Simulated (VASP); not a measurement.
Input of a VASP 6.6.1 run:

The input INCAR:

```
PREC = Accurate
ENCUT = 520
EDIFF = 1E-6
ISMEAR = 0
SIGMA = 0.1
LREAL = False
LASPH = True
NELM = 80
ALGO = Normal
ISIF = 2
LWAVE = False
LCHARG = True
GGA = PE
LELF = True
LVHAR = True
NBANDS = 24
```

The input KPOINTS:

```
regular mesh
0
Gamma
  14 14 14
```

POSCAR

```
Y2Be2N
1.0
   -1.4171803230      3.2116969348      4.2718449523
    1.4171803230     -3.2116969348      4.2718449523
    1.4171803230      3.2116969348     -4.2718449523
Y Be N
2 2 1
Direct
    0.6961921649      0.1961921649      0.5000000000
    0.3038078351      0.8038078351      0.5000000000
    0.8293849851      0.5000000000      0.3293849851
    0.1706150149      0.5000000000      0.6706150149
    0.0000000000      0.0000000000      0.0000000000
```

Potentials or basis: VASP PAW PBE potentials, release 64 (Y_sv, Be, N).

The run is started by

```bash
$ cat potpaw_PBE.64/Y_sv/POTCAR potpaw_PBE.64/Be/POTCAR potpaw_PBE.64/N/POTCAR > POTCAR
$ mpirun -np 1 vasp_std > vasp.out
```

**Question.** Predict the pressure.

**Answer.** 0.0 GPa.

**Question.** What does it give for the largest force?

**Answer.** 0.017 eV/Å.

**Question.** What does it give for the band gap on the k mesh?

**Answer.** Zero (an odd number of electrons rules out a gap without spin polarisation).

Forces in eV/Å, atoms in the order of the input:
```
Y    0.000  0.000 -0.004
Y    0.000  0.000  0.004
Be   0.000 -0.017  0.000
Be   0.000  0.017  0.000
N    0.000  0.000  0.000
```
